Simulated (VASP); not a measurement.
# SiC (e600) (Imm2) in VASP: notebook, part 2 of 2

VASP 6.6.1. The steps go on from the part before.

## 3. Single point, PBEsol (strained cell)

The input, INCAR:

```
SYSTEM = SiC
PREC     = Accurate       ! precision mode
ENCUT    = 600            ! plane-wave cutoff, eV
EDIFF    = 1E-6           ! SCF threshold, eV
ISMEAR   = 0              ! smearing method
SIGMA    = 0.02           ! smearing width, eV
LREAL    = .False.        ! projectors in reciprocal space
LASPH    = .True.         ! aspherical terms in the spheres
NELM     = 120            ! most SCF steps
ALGO     = Normal         ! electronic algorithm
ISIF     = 2              ! what is computed and relaxed
LWAVE    = .False.        ! write WAVECAR
LCHARG   = .True.         ! write CHGCAR
GGA      = PS             ! functional
LELF     = .True.         ! ELF
LVHAR    = .True.       
NBANDS   = 11             ! bands
GGA_COMPAT= .False.
```

The input, KPOINTS:

```
Automatic mesh
0
Gamma
  10 10 10
  0 0 0
```

The input, POSCAR:

```
SiC
1.0
    0.0136153603      2.1866268579      2.1730114977
    2.1866268579      0.0136153603      2.1730114977
    2.2002422182      2.2002422182      0.0000000000
Si C
1 1
Direct
    0.0006242613      0.0006242613     -0.0006242613
    0.2493757387      0.2493757387      0.2506242613
```

Potentials or basis: VASP PAW PBE potentials, release 64 (Si, C).

Run with:

```bash
$ cat potpaw_PBE.64/Si/POTCAR potpaw_PBE.64/C/POTCAR > POTCAR
$ mpirun -np 1 vasp_std > vasp.out
```

OUTCAR:

```text
SYSTEM = SiC
   PREC = Accurate
   ENCUT = 600
   EDIFF = 1E-6
   ISMEAR = 0
   LREAL = .False.
   LASPH = .True.
   NELM = 120
   ISIF = 2
   GGA = PS

 ion  position               nearest neighbor table
   1  0.001  0.001  0.999-   2 1.89   2 1.89   2 1.89   2 1.89
   2  0.249  0.249  0.251-   1 1.89   1 1.89   1 1.89   1 1.89

  LATTYP: Found a body centered orthorhombic cell.
 ALAT       =     3.0731023311
 B/A-ratio  =     1.0125313284
 C/A-ratio  =     1.4142135624

  Lattice vectors:

 A1 = (   2.1866268579,   0.0136153603,  -2.1730114977)
 A2 = (  -2.1866268579,  -0.0136153603,  -2.1730114977)
 A3 = (   0.0136153603,   2.1866268579,   2.1730114977)

Analysis of symmetry for initial positions (statically):
=====================================================================
 Subroutine PRICEL returns:
 Original cell was already a primitive cell.

 Routine SETGRP: Setting up the symmetry group for a
 body centered orthorhombic supercell.

 Subroutine GETGRP returns: Found  4 space group operations
 (whereof  4 operations were pure point group operations)
 out of a pool of  8 trial point group operations.
[... 167 lines left out ...]
 cond. band min:       9.2015601216   @ k =   0.5000   0.5000   0.0000
 fundamental gap:      1.1448238173
 Fermi energy:         8.2374115302

 k-point     1 :       0.0000    0.0000    0.0000
  band No.  band energies     occupation
      1      -7.3822      2.00000
      2       7.9355      2.00000
      3       8.0357      2.00000
      4       8.0567      2.00000
      5      14.1123      0.00000
      6      15.0982      0.00000
      7      15.2483      0.00000
      8      15.3611      0.00000
      9      22.3493      0.00000
     10      22.5328      0.00000
     11      24.2072      0.00000
[... 309 lines left out ...]
 k-point    24 :       0.4000    0.3000    0.0000
  band No.  band energies     occupation
      1      -4.2096      2.00000
      2       2.4790      2.00000
      3       4.8862      2.00000
      4       5.2269      2.00000
      5      10.6963      0.00000
      6      13.5015      0.00000
      7      19.5385      0.00000
      8      19.7915      0.00000
      9      21.6737      0.00000
     10      25.9346      0.00000
     11      29.1636      0.00000

 [... further k-points ...]
[... 5 lines left out ...]
  --------------------------------------------------------------------------------------
  -------------------------------------------------------------------------------------
  Total       -0.1784389     -0.1784389      0.0184663     -0.3895053      0.0000000      0.0000000
  in kB      -13.7586421    -13.7586421      1.4238582    -30.0330470      0.0000000      0.0000000
  external PRESSURE =      -8.6978086 kB  Pullay stress =       0.0000000 kB

 VOLUME and BASIS-vectors are now :
 -----------------------------------------------------------------------------
  energy-cutoff  :      600.00
  volume of cell :       20.78
      direct lattice vectors                 reciprocal lattice vectors
     0.013615360  2.186626858  2.173011498    -0.230095423  0.230095423  0.230095423
     2.186626858  0.013615360  2.173011498     0.230095423 -0.230095423  0.230095423
     2.200242218  2.200242218  0.000000000     0.227247707  0.227247707 -0.230095423

 POSITION                                       TOTAL-FORCE (eV/Angst)
 -----------------------------------------------------------------------------------
      2.20024      2.20024      0.00271        -0.000000     -0.000000      0.001133
      1.10012      1.10012      1.08379         0.000000      0.000000     -0.001133
 -----------------------------------------------------------------------------------
    total drift:                               -0.000000     -0.000000     -0.000030

  FREE ENERGIE OF THE ION-ELECTRON SYSTEM (eV)
  ---------------------------------------------------
  free  energy   TOTEN  =       -15.9131279543 eV

  energy  without entropy=      -15.9131279543  energy(sigma->0) =      -15.91312795
```

It took 47 s on 1 thread of Intel Xeon 6975P-C, shared host; peak memory 0.18 GiB.

What came out:

| Quantity | Value |
| --- | --- |
| Free energy | -15.9131 eV |
| Pressure | -0.9 GPa |
| Band gap on the k mesh | 1.14 eV, indirect (least direct gap 4.33 eV) |

Levels at points of the mesh, in eV from the valence-band top:
```tsv
k point	band 1	band 2	band 3	band 4	band 5	band 6	band 7	band 8	band 9
(0.00, 0.00, 0.00)	-15.44	-0.12	-0.02	0.00	6.06	7.04	7.19	7.30	14.29
(0.50, 0.00, 0.00)	-11.81	-8.60	-1.20	-1.09	5.19	6.93	7.12	9.82	15.93
(0.50, 0.50, 0.00)	-10.36	-7.82	-3.40	-3.18	1.14	4.08	13.82	13.86	14.64
(0.00, 0.00, 0.50)	-11.89	-8.64	-1.08	-1.05	5.38	7.13	7.13	9.87	15.87
(0.50, 0.00, 0.50)	-10.41	-7.89	-3.23	-3.22	1.21	4.17	13.73	13.96	14.57
```

Caveat: the cell differs from its parent crystal (strained cell); the PAW data sets were made with another functional, which shifts forces and pressure a little. A k mesh can miss the band edges.

## 4. Single point, PBEsol (strained cell)

The input, INCAR:

```
SYSTEM = SiC
PREC = Accurate
ENCUT = 600
EDIFF = 1E-6
ISMEAR = 0
SIGMA = 0.02
LREAL = .False.
LASPH = .True.
NELM = 120
ALGO = Normal
ISIF = 2
LWAVE = .False.
LCHARG = .False.
GGA = PS
NBANDS = 11
GGA_COMPAT = .False.
```

The input, KPOINTS:

```
regular mesh
0
Gamma
  10 10 10
  0 0 0
```

The input, POSCAR:

```
SiC
1.0
    0.0035977864      2.1966444318      2.1717902947
    2.1966444318      0.0035977864      2.1717902947
    2.2002422182      2.2002422182      0.0000000000
Si C
1 1
Direct
    0.0001587648      0.0001587648     -0.0001587648
    0.2498412352      0.2498412352      0.2501587648
```

Run with:

```bash
$ cat potpaw_PBE.64/Si/POTCAR potpaw_PBE.64/C/POTCAR > POTCAR
$ mpirun -np 1 vasp_std > vasp.out
```

Run time: 39 s. Hardware: 1 thread of Intel Xeon 6975P-C, shared host; peak memory 0.18 GiB.

Results (log left out):

| Quantity | Value |
| --- | --- |
| Free energy | -15.9125 eV |
| Pressure | -2.7 GPa |
| Band gap on the k mesh | 1.13 eV, indirect (least direct gap 4.41 eV) |

Stress tensor (GPa, compression positive):
```
-3.67 -0.77  0.00
-0.77 -3.67  0.00
 0.00  0.00 -0.87
```

Levels at points of the mesh, in eV from the valence-band top:
| k point | band 1 | band 2 | band 3 | band 4 | band 5 | band 6 | band 7 | band 8 | band 9 |
| --- | --- | --- | --- | --- | --- | --- | --- | --- | --- |
| (0.00, 0.00, 0.00) | -15.37 | -0.09 | -0.06 | 0.00 | 5.98 | 7.08 | 7.09 | 7.15 | 14.16 |
| (0.50, 0.00, 0.00) | -11.81 | -8.57 | -1.19 | -1.04 | 5.17 | 6.93 | 7.14 | 9.79 | 15.80 |
| (0.50, 0.50, 0.00) | -10.31 | -7.75 | -3.34 | -3.29 | 1.13 | 3.98 | 13.72 | 13.73 | 14.58 |
| (0.00, 0.00, 0.50) | -11.83 | -8.58 | -1.16 | -1.03 | 5.22 | 6.98 | 7.14 | 9.80 | 15.78 |
| (0.50, 0.00, 0.50) | -10.40 | -7.89 | -3.20 | -3.19 | 1.23 | 4.17 | 13.59 | 13.94 | 14.40 |

Caveat: the cell differs from its parent crystal (strained cell); the PAW data sets were made with another functional, which shifts forces and pressure a little. A k mesh can miss the band edges.

## 5. Overview

```csv
cell,gap on the mesh (eV),pressure (GPa)
"a = 3.081, b = 3.081, c = 3.112 Å, angles 59.7, 59.7, 60.0°, 2 atoms",1.12,-0.8
"a = 3.083, b = 3.083, c = 3.112 Å, angles 59.7, 59.7, 59.8°, 2 atoms",1.14,-0.9
"a = 3.089, b = 3.089, c = 3.112 Å, angles 59.8, 59.8, 60.3°, 2 atoms",1.13,-2.7
```

Alike in all rows: task single point; level PBEsol; potentials or basis VASP PAW PBE potentials, release 64 (Si, C); no spin polarisation; k mesh 10 × 10 × 10; cutoff (eV) 600; smearing gaussian 0.02 eV.

Caveats: the PAW data sets were made with another functional, which shifts forces and pressure a little.

Total energies depend on the potentials used, so only differences within one code and one set of settings carry meaning.
